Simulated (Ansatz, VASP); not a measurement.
One calculation of AgI, two programs

The input INCAR:

```
SYSTEM = AgI
ALGO = Normal ; EDIFF = 1E-6
ENCUT = 500 ; GGA = PE
GGA_COMPAT = .False. ; ISIF = 2
ISMEAR = -1 ; LASPH = .True.
LCHARG = .False. ; LREAL = .False.
LWAVE = .False. ; NBANDS = 26
NELM = 120 ; PREC = Accurate
SIGMA = 0.02
```

KPOINTS

```
k-points
0
Gamma
  6 6 4
  0 0 0
```

The input POSCAR:

```
AgI
1.0
    4.6512919221      0.0000000000      0.0000000000
   -2.3256459611      4.0281369650      0.0000000000
    0.0000000000      0.0000000000      7.5978539869
Ag I
2 2
Direct
    0.3333333333      0.6666666667      0.0024013965
    0.6666666667      0.3333333333      0.5024013965
    0.3333333333      0.6666666667      0.3774986035
    0.6666666667      0.3333333333      0.8774986035
```

Input for Ansatz:

```yaml
crystal:
  lattice:
    - [4.6512919221, 0.0, 0.0]
    - [-2.3256459611, 4.028136965, 0.0]
    - [0.0, 0.0, 7.5978539869]
  atoms:
    - { symbol: Ag, position: [0.3333333333, 0.6666666667, 0.0024013965] }
    - { symbol: Ag, position: [0.6666666667, 0.3333333333, 0.5024013965] }
    - { symbol: I, position: [0.3333333333, 0.6666666667, 0.3774986035] }
    - { symbol: I, position: [0.6666666667, 0.3333333333, 0.8774986035] }
kpoints:
  mp_grid: { grid: [6, 6, 4] }
  band_path:
    path:
      - [[0.0, 0.0, 0.0], [0.5, 9.13036286193e-17, -2.133201216247e-34], [0.3333333333333, 0.3333333333333, -2.659266680015e-34], [0.0, 0.0, 0.0], [1.556310690513e-51, -5.930592312865e-51, 0.5], [0.5, 9.13036286193e-17, 0.5], [0.3333333333333, 0.3333333333333, 0.5], [1.556310690513e-51, -5.930592312865e-51, 0.5]]
      - [[0.5, 9.13036286193e-17, 0.5], [0.5, 9.13036286193e-17, -2.133201216247e-34]]
      - [[0.3333333333333, 0.3333333333333, 0.5], [0.3333333333333, 0.3333333333333, -2.659266680015e-34]]
    npoints: 10
hamiltonian:
  xc: pbe
scf:
  occupations: { method: fermi_dirac, width: 0.02 }
  n_extra_bands: 5
output:
  forces: true
  stress: true
  eigenvalues: true
  write_density: true
  write_potential: true
  elf: true
  volumetric_format: npy
```

Alike in both runs: task single point; functional PBE; k mesh 6 × 6 × 4; occupations fermi-dirac, width 0.02 eV; no spin polarisation.

|  | VASP | Ansatz |
| --- | --- | --- |
| version | VASP 6.6.1 | Ansatz 0.2.0 |
| potentials or method | VASP PAW PBE potentials, release 64 (Ag, I) | plane waves, PAW |
| plane-wave cutoff (eV) | 500 | 420 |
| valence electrons in the cell | 36 | 72 |

```tsv
	VASP	Ansatz	Ansatz less VASP
gap on the k mesh at the Fermi level (eV)	1.37	1.37	-0.002
pressure (GPa)	0.6	0.6	+0.06
```

VASP's potentials hold 36 valence electrons a cell and Ansatz's 72, so a difference there can come from the potentials and not from the codes.

Spin-orbit coupling is off throughout.
